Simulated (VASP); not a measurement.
# Pt (Im-3m) in VASP: single point with PBEsol

Aim: the single point of Pt with PBEsol.

Program: VASP 6.6.1. These are calculated values, not measurements. Logs are shortened: lines on timing, memory, paths and dates and some standing lists are left out, and cuts for length are marked.

## Step 1: The cell of the first run

The structure is cubic, space group Im-3m (No. 229). The conventional cell has a = 3.121 Å, b = 3.121 Å, c = 3.121 Å, α = 90.00°, β = 90.00°, γ = 90.00°. Within 3.6 Å of Pt (site symmetry m-3m) lie 14 Pt at 2.70 to 3.12 Å.

This isn't the form of Pt at room conditions, which is fcc.

## Step 2: Single point, PBEsol

The input, INCAR:

```
SYSTEM = Pt
PREC     = Accurate       ! precision mode
ENCUT    = 500            ! plane-wave cutoff, eV
EDIFF    = 1E-6           ! SCF threshold, eV
ISMEAR   = 0              ! smearing method
SIGMA    = 0.15           ! smearing width, eV
LREAL    = .FALSE.        ! projectors in reciprocal space
LASPH    = .TRUE.         ! aspherical terms in the spheres
NELM     = 120            ! most SCF steps
ALGO     = Normal         ! electronic algorithm
ISIF     = 2              ! what is computed and relaxed
LWAVE    = .FALSE.        ! write WAVECAR
LCHARG   = .FALSE.        ! write CHGCAR
GGA      = PS             ! functional
NBANDS   = 39             ! bands
GGA_COMPAT= .FALSE.
```

The input, KPOINTS:

```
Automatic mesh
0
G
  14 14 5
  0 0 0
```

The input, POSCAR:

```
Pt
1.0
   -3.1208845721      0.0000000000      0.0000000000
    0.0000000000     -3.1208845721      0.0000000000
    0.0000000000      0.0000000000      9.3626537164
Pt
6
Direct
    0.5000000000      0.5000000000      0.1666666667
    0.0000000000      0.0000000000      0.0000000000
    0.5000000000      0.5000000000      0.5000000000
    0.0000000000      0.0000000000      0.3333333333
    0.5000000000      0.5000000000      0.8333333333
    0.0000000000      0.0000000000      0.6666666667
```

Potentials or basis: VASP PAW PBE potentials, release 64 (Pt).

The run is started by

```
$ cat potpaw_PBE.64/Pt/POTCAR > POTCAR
$ mpirun -np 1 vasp_std > vasp.out
```

OUTCAR:

```text
SYSTEM = Pt
   PREC = Accurate
   ENCUT = 500
   EDIFF = 1E-6
   ISMEAR = 0
   LREAL = .FALSE.
   LASPH = .TRUE.
   NELM = 120
   ISIF = 2
   GGA = PS

 ion  position               nearest neighbor table
   1  0.500  0.500  0.167-   4 2.70   4 2.70   4 2.70   4 2.70   2 2.70   2 2.70   2 2.70   2 2.70
                             3 3.12   5 3.12
   2  0.000  0.000  0.000-   1 2.70   5 2.70   1 2.70   5 2.70   1 2.70   5 2.70   1 2.70   5 2.70
                             4 3.12   6 3.12
   3  0.500  0.500  0.500-   4 2.70   6 2.70   4 2.70   6 2.70   4 2.70   6 2.70   4 2.70   6 2.70
                             5 3.12   1 3.12
   4  0.000  0.000  0.333-   1 2.70   1 2.70   1 2.70   1 2.70   3 2.70   3 2.70   3 2.70   3 2.70
                             2 3.12   6 3.12
   5  0.500  0.500  0.833-   6 2.70   6 2.70   6 2.70   6 2.70   2 2.70   2 2.70   2 2.70   2 2.70
                             3 3.12   1 3.12
   6  0.000  0.000  0.667-   5 2.70   5 2.70   5 2.70   5 2.70   3 2.70   3 2.70   3 2.70   3 2.70
                             2 3.12   4 3.12

  LATTYP: Found a simple tetragonal cell.
 ALAT       =     3.1208845721
 C/A-ratio  =     3.0000000000

  Lattice vectors:

 A1 = (  -3.1208845721,   0.0000000000,   0.0000000000)
 A2 = (   0.0000000000,  -3.1208845721,   0.0000000000)
 A3 = (   0.0000000000,   0.0000000000,   9.3626537164)

Analysis of symmetry for initial positions (statically):
=====================================================================
 Subroutine PRICEL returns following result:

  LATTYP: Found a body centered cubic cell.
 ALAT       =     3.1208845717

  Lattice vectors:

 A1 = (  -1.5604422860,  -1.5604422860,  -1.5604422854)
 A2 = (   1.5604422860,  -1.5604422861,   1.5604422854)
 A3 = (  -1.5604422860,   1.5604422861,   1.5604422864)

   6 primitive cells build up your supercell.

 Routine SETGRP: Setting up the symmetry group for a
 simple tetragonal supercell.

 Subroutine GETGRP returns: Found 16 space group operations
 (whereof 16 operations were pure point group operations)
 out of a pool of 16 trial point group operations.

The static configuration has the point symmetry D_4h.

Analysis of symmetry for dynamics (positions and initial velocities):
=====================================================================
 Subroutine PRICEL returns following result:

  LATTYP: Found a body centered cubic cell.
 ALAT       =     3.1208845717

  Lattice vectors:

 A1 = (  -1.5604422860,  -1.5604422860,  -1.5604422854)
 A2 = (   1.5604422860,  -1.5604422861,   1.5604422854)
 A3 = (  -1.5604422860,   1.5604422861,   1.5604422864)

   6 primitive cells build up your supercell.

 Routine SETGRP: Setting up the symmetry group for a
 simple tetragonal supercell.

 Subroutine GETGRP returns: Found 16 space group operations
 (whereof 16 operations were pure point group operations)
 out of a pool of 16 trial point group operations.

The dynamic configuration has the point symmetry D_4h.

 Subroutine INISYM returns: Found 16 space group operations
 (whereof 16 operations are pure point group operations),
 and found     6 'primitive' translations

----------------------------------------------------------------------------------------

                                     Primitive cell

  volume of cell :      15.1986

  direct lattice vectors                    reciprocal lattice vectors
    -1.560442286 -1.560442286 -1.560442285    -0.320421976 -0.320421976  0.000000000
     1.560442286 -1.560442286  1.560442285     0.000000000 -0.320421976  0.320421976
    -1.560442286  1.560442286  1.560442286    -0.320421975  0.000000000  0.320421976

  length of vectors
     2.702765321  2.702765321  2.702765322     0.453145103  0.453145104  0.453145103

  position of ions in fractional coordinates (direct lattice)
     0.000000000  0.000000000  0.000000000

  ion indices of the primitive-cell ions
   primitive index   ion index
                 1           1

----------------------------------------------------------------------------------------

 KPOINTS: Automatic mesh

Automatic generation of k-mesh.
 Grid dimensions read from file:
 generate k-points for:   14   14    5

 Generating k-lattice:

  Cartesian coordinates                     Fractional coordinates (reciprocal lattice)
    -0.022887284  0.000000000  0.000000000     0.071428571  0.000000000  0.000000000
     0.000000000 -0.022887284  0.000000000     0.000000000  0.071428571  0.000000000
     0.000000000  0.000000000  0.021361465     0.000000000  0.000000000  0.200000000

  Length of vectors
     0.022887284  0.022887284  0.021361465

  Shift w.r.t. Gamma in fractional coordinates (k-lattice)
     0.000000000  0.000000000  0.000000000

 Subroutine IBZKPT returns following result:
 ===========================================

 Found    108 irreducible k-points:

 Following reciprocal coordinates:
            Coordinates               Weight
  0.000000  0.000000  0.000000      1.000000
  0.071429  0.000000  0.000000      4.000000
  0.142857  0.000000  0.000000      4.000000
  0.214286  0.000000  0.000000      4.000000
  0.285714  0.000000  0.000000      4.000000
  0.357143  0.000000  0.000000      4.000000
[... 16 lines left out ...]
  0.285714  0.214286  0.000000      8.000000
  0.357143  0.214286  0.000000      8.000000
 [... further k-points ...]
   k-points           NKPTS =    108   k-points in BZ     NKDIM =    108   number of bands    NBANDS=     39
   number of dos      NEDOS =    301   number of ions     NIONS =      6
   total plane-waves  NPLWV =  40320
   dimension x,y,z NGX =    24 NGY =   24 NGZ =   70
   dimension x,y,z NGXF=    48 NGYF=   48 NGZF=  140
   ions per type =               6
   NGX,Y,Z   is equivalent  to a cutoff of  12.78, 12.78, 12.43 a.u.
   NGXF,Y,Z  is equivalent  to a cutoff of  25.57, 25.57, 24.86 a.u.
 SYSTEM =  Pt
   PREC   = accura    normal or accurate (medium, high low for compatibility)
   ISTART =      0    job   : 0-new  1-cont  2-samecut
   ICHARG =      2    charge: 1-file 2-atom 10-const
   ISPIN  =      1    spin polarized calculation?
   LNONCOLLINEAR =      F non collinear calculations
   LSORBIT =      F    spin-orbit coupling
   LASPH  =      T    aspherical Exc in radial PAW
   ENCUT  =  500.0 eV  36.75 Ry    6.06 a.u.   5.69  5.69 17.07*2*pi/ulx,y,z
   NELM   =    120;   NELMIN=  2; NELMDL= -5     # of ELM steps
   EDIFF  = 0.1E-05   stopping-criterion for ELM
   LREAL  =      F    real-space projection
   EDIFFG = 0.1E-04   stopping-criterion for IOM
   NSW    =      0    number of steps for IOM
   IBRION =     -1    ionic relax: 0-MD 1-quasi-New 2-CG
   NFREE  =      0    steps in history (QN), initial steepest desc. (CG)
   ISIF   =      2    stress and relaxation
   ISYM   =      2    0-nonsym 1-usesym 2-fastsym
   POTIM  = 0.5000    time-step for ionic-motion
   TEBEG  =    0.0;   TEEND  =   0.0 temperature during run
   PSTRESS=    0.0 pullay stress
   NELECT =      60.0000    total number of electrons
   NUPDOWN=      -1.0000    fix difference up-down
   EMIN   =  10.00;   EMAX   =-10.00  energy-range for DOS
   EFERMI =   0.00;   METHOD = LEGACY
   ISMEAR =     0;   SIGMA  =   0.15  broadening in eV -4-tet -1-fermi 0-gaus
   EFERMI_NEDOS =   21; number of points for ismear=-14 and -15
   IALGO  =     38    algorithm
   IMIX   =      4    mixing-type and parameters
     AMIX     =   0.40;   BMIX     =  1.00
     AMIX_MAG =   1.60;   BMIX_MAG =  1.00
  volume/ion in A,a.u.               =      15.20       102.57
  Fermi-wavevector in a.u.,A,eV,Ry     =   1.423881  2.690746 27.584968  2.027438
  Thomas-Fermi vector in A             =   2.544432
   LORBIT       =      0    0 simple, 1 ext, 2 COOP (PROOUT), +10 PAW based schemes
   GGA     = PS    functional components
   LHFCALC =     F    Hartree Fock is set to
   AEXX    =    0.0000 exact exchange contribution
   IVDW    =     0    specifies the selected vdW correction
   LEPSILON=     F    determine dielectric tensor
   LRPA    =     F    only Hartree local field effects (RPA)
 non-spin polarized calculation
 Gauss-broadening in eV      SIGMA  =   0.15
  energy-cutoff  :      500.00
  volume of cell :       91.19
 maximum number of plane-waves:      2372
 NGX is ok and might be reduce to    24
   NGX = 11   NGY = 11   NGZ = 35

 number of electron      59.9999998 magnetization

 Free energy of the ion-electron system (eV)
  ---------------------------------------------------
  ext. energy  EPLUGINS =         0.00000000
  ---------------------------------------------------
  free energy    TOTEN  =       -41.14594288 eV

  energy without entropy =      -41.08308954  energy(sigma->0) =      -41.11451621

 E-fermi :  10.7365     XC(G=0): -13.5748

 val. band max:       10.7353791649   @ k =   0.5000   0.3571   0.2000
 cond. band min:      10.7399788382   @ k =   0.3571   0.0000   0.4000
 fundamental gap:      0.0045996733
 Fermi energy:        10.7364823495

 k-point     1 :       0.0000    0.0000    0.0000
  band No.  band energies     occupation
      1       0.7511      2.00000
      2       2.9031      2.00000
      3       2.9031      2.00000
      4       4.2532      2.00000
      5       4.2534      2.00000
      6       5.2788      2.00000
[... 31 lines left out ...]
     38      18.4197      0.00000
     39      23.5351      0.00000

 k-point     2 :       0.0714    0.0000    0.0000
  band No.  band energies     occupation
      1       0.8596      2.00000
      2       2.9637      2.00000
      3       2.9637      2.00000
      4       4.3056      2.00000
      5       4.3270      2.00000
      6       5.2758      2.00000
[... 31 lines left out ...]
     38      18.7501      0.00000
     39      22.4229      0.00000

 k-point     3 :       0.1429    0.0000    0.0000
  band No.  band energies     occupation
      1       1.1800      2.00000
      2       3.1252      2.00000
      3       3.1252      2.00000
      4       4.4612      2.00000
      5       4.5346      2.00000
      6       5.1796      2.00000
[... 31 lines left out ...]
     38      19.6419      0.00000
     39      20.6435      0.00000

 k-point     4 :       0.2143    0.0000    0.0000
  band No.  band energies     occupation
      1       1.6963      2.00000
      2       3.3337      2.00000
      3       3.3337      2.00000
      4       4.7169      2.00000
      5       4.8320      2.00000
      6       5.0008      2.00000
[... 31 lines left out ...]
     38      18.8868      0.00000
     39      20.9152      0.00000
[... 754 lines left out ...]
     38      18.4392      0.00000
     39      18.4392      0.00000

 k-point    23 :       0.2857    0.2143    0.0000
  band No.  band energies     occupation
      1       2.9752      2.00000
      2       4.3890      2.00000
      3       4.3890      2.00000
      4       5.0176      2.00000
      5       5.2729      2.00000
      6       5.2729      2.00000
[... 31 lines left out ...]
     38      17.5167      0.00000
     39      18.1375      0.00000

 k-point    24 :       0.3571    0.2143    0.0000
  band No.  band energies     occupation
      1       3.5113      2.00000
      2       4.5773      2.00000
      3       4.5773      2.00000
      4       4.9683      2.00000
      5       4.9933      2.00000
      6       4.9933      2.00000
[... 31 lines left out ...]
     38      16.9333      0.00000
     39      19.2622      0.00000

 [... further k-points ...]

------------------------ aborting loop because EDIFF is reached ----------------------------------------

  FORCE on cell =-STRESS in cart. coord.  units (eV):
  Direction    XX          YY          ZZ          XY          YZ          ZX
  --------------------------------------------------------------------------------------
  -------------------------------------------------------------------------------------
  Total       -0.1158037     -0.1158037     -0.0896418      0.0000000      0.0000000      0.0000000
  in kB       -2.0345973     -2.0345973     -1.5749505      0.0000000      0.0000000      0.0000000
  external PRESSURE =      -1.8813817 kB  Pullay stress =       0.0000000 kB

 VOLUME and BASIS-vectors are now :
 -----------------------------------------------------------------------------
  energy-cutoff  :      500.00
  volume of cell :       91.19
      direct lattice vectors                 reciprocal lattice vectors
    -3.120884572  0.000000000  0.000000000    -0.320421976  0.000000000  0.000000000
     0.000000000 -3.120884572  0.000000000     0.000000000 -0.320421976  0.000000000
     0.000000000  0.000000000  9.362653716     0.000000000  0.000000000  0.106807325

 POSITION                                       TOTAL-FORCE (eV/Angst)
 -----------------------------------------------------------------------------------
     -1.56044     -1.56044      1.56044        -0.000000     -0.000000      0.000000
      0.00000      0.00000      0.00000         0.000000     -0.000000      0.000000
     -1.56044     -1.56044      4.68133        -0.000000      0.000000      0.000000
      0.00000      0.00000      3.12088        -0.000000     -0.000000      0.000000
     -1.56044     -1.56044      7.80221         0.000000      0.000000     -0.000000
      0.00000      0.00000      6.24177         0.000000     -0.000000      0.000000
 -----------------------------------------------------------------------------------
    total drift:                               -0.000000      0.000000      0.000000

  FREE ENERGIE OF THE ION-ELECTRON SYSTEM (eV)
  ---------------------------------------------------
  free  energy   TOTEN  =       -41.1459428847 eV

  energy  without entropy=      -41.0830895383  energy(sigma->0) =      -41.11451621
```

Run time: 5.6 min. Hardware: 1 thread of AMD EPYC 7R43 (Zen 3), shared host; peak memory 0.34 GiB.

Results:

```yaml
Free_energy: -41.1459 eV
Pressure: -0.2 GPa
Band_gap_on_the_k_mesh: zero (bands 30 and 31 overlap by 1.19 eV)
```

Caveat: the PAW data sets were made with another functional, which shifts forces and pressure a little; spin-orbit coupling is left out, which moves the levels of the heavy elements.
